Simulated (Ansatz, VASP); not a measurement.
# Two plane-wave programs on WC

POSCAR

```
WC
1.0
    0.0000000000      2.1926800000      2.1926800000
    2.1926800000      0.0000000000      2.1926800000
    2.1926800000      2.1926800000      0.0000000000
W C
1 1
Direct
   -0.0023481172      0.0010174290      0.0004170730
    0.5359401487      0.4844272622      0.4936163529
```

File INCAR.step1:

```
SYSTEM = WC
PREC = Accurate
ENCUT = 660
ISMEAR = -1
SIGMA = 0.1
LREAL = .False.
LASPH = .True.
NELM = 120
NBANDS = 16
GGA = PE
ALGO = Normal
EDIFF = 1E-5
LWAVE = .True.
LCHARG = .False.
GGA_COMPAT = .False.
```

File INCAR.step2:

```
SYSTEM = WC
PREC = Accurate
ENCUT = 660
EDIFF = 1E-6
ISMEAR = -1
SIGMA = 0.1
LREAL = .False.
LASPH = .True.
NELM = 120
ALGO = Normal
ISIF = 2
LWAVE = .False.
LCHARG = .False.
METAGGA = R2SCAN
LMIXTAU = .True.
NBANDS = 16
ISTART = 1
GGA_COMPAT = .False.
```

KPOINTS

```
Automatic mesh
0
Gamma
  4 4 4
  0 0 0
```

Input for Ansatz:

```yaml
crystal:
  lattice:
    - [0.0, 2.19268, 2.19268]
    - [2.19268, 0.0, 2.19268]
    - [2.19268, 2.19268, 0.0]
  atoms:
    - { symbol: W, position: [-0.0023481172462318776, 0.0010174289735965676, 0.0004170729975552321] }
    - { symbol: C, position: [0.5359401487089444, 0.4844272622183464, 0.4936163528811784] }
basis:
  ecutwfc: 612.25619053473
kpoints:
  mp_grid:
    grid: [4, 4, 4]
hamiltonian:
  xc: r2scan
scf:
  max_iter: 80
  occupations:
    method: fermi_dirac
    width: 0.1
output:
  forces: true
```

Alike in both runs: task single point; functional r2SCAN; k mesh 4 × 4 × 4; occupations fermi-dirac, width 0.1 eV; no spin polarisation.

|  | VASP | Ansatz |
| --- | --- | --- |
| version | VASP 6.6.1 | Ansatz 0.2.0 |
| potentials or method | VASP PAW PBE potentials, release 64 (W_sv, C), cutoff 660 eV | plane waves, PAW |
| valence electrons in the cell | 18 | 18 |

Ansatz gave:

```
rms of the force components (eV/Å) : 0.412
```

Question: Which values does VASP return?

Answer: rms of the force components (eV/Å): 0.424.

VASP's potentials were made for PBE, not for r2SCAN. Atom by atom the forces differ by 0.011 eV/Å (rms over components).

The k mesh is coarse, so the values compare programs but aren't converged. Spin-orbit coupling is off throughout.
